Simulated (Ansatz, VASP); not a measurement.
## FeP3 in VASP and in Ansatz

```
Fe P
1.0
     3.76322    0.00000    0.00000
     0.00000    3.76322    0.00000
     0.00000    0.00000    3.76322
Fe P
1 3
Direct
  0.00000 0.00000 0.00000
  0.00000 0.50000 0.50000
  0.50000 0.00000 0.50000
  0.50000 0.50000 0.00000
```

Alike in both runs: functional PBE; k mesh 12 × 12 × 12; occupations gaussian, width 0.1 eV; collinear spin.

Ansatz relaxed the structure, and its values are those at the end. VASP's run is a single point on that final structure, the one shown.

|  | VASP | Ansatz |
| --- | --- | --- |
| version | VASP 6.6.1 | Ansatz 0.2.0 |
| potentials or method | VASP PAW PBE potentials, release 64 (Fe, P), cutoff 520 eV | scalar-relativistic, plane waves, PAW |
| valence electrons in the cell | 23 | 31 |

Ansatz gave:

| Item | Value |
| --- | --- |
| gap on the k mesh at the Fermi level (eV) | none |
| pressure (GPa) | 0.0 |
| net moment per atom (μB) | 0.46 |

What did VASP give for the same quantities?

gap on the k mesh at the Fermi level (eV): none; pressure (GPa): -0.1; net moment per atom (μB): 0.46.

A gap of «none» marks a metal or a gap that the smearing closes. The functional is the same, so the differences come from potentials, cutoffs and numerics. VASP's potentials hold 23 valence electrons a cell and Ansatz's 31, so a difference there can come from the potentials and not from the codes.
